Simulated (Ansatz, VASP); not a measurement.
ZrS2: VASP beside Ansatz

```xyz
3
Lattice="3.8214 0.0000 0.0000 -1.9107 3.3094 0.0000 0.0000 0.0000 5.7397" Properties=species:S:1:pos:R:3 pbc="T T T"
Zr    0.0000    0.0000    0.0000
S     0.0000    2.2063    1.3722
S     1.9107    1.1031    4.3676
```

Change from the starting cell: epitaxial_xy strain +4.0%.

Alike in both runs: task single point; functional PBE; k mesh 12 × 12 × 4; occupations fermi-dirac, width 0.02 eV; no spin polarisation.

|  | VASP | Ansatz |
| --- | --- | --- |
| version | VASP 6.6.1 | Ansatz 0.2.0 |
| potentials or method | VASP PAW PBE potentials, release 64 (Zr_sv, S) | plane waves, PAW |
| plane-wave cutoff (eV) | 500 | 420 |
| valence electrons in the cell | 24 | 24 |

|  | VASP | Ansatz | Ansatz less VASP |
| --- | --- | --- | --- |
| gap on the k mesh at the Fermi level (eV) | 1.05 | 1.04 | -0.001 |
| pressure (GPa) | -2.4 | -2.4 | +0.03 |
| traceless stress, the component that is largest in VASP (GPa) | 4.14 | 4.10 | -0.033 |
| rms of the force components (eV/Å) | 0.007 | 0.004 | -0.0034 |

Atom by atom the forces differ by 0.003 eV/Å (rms over components).
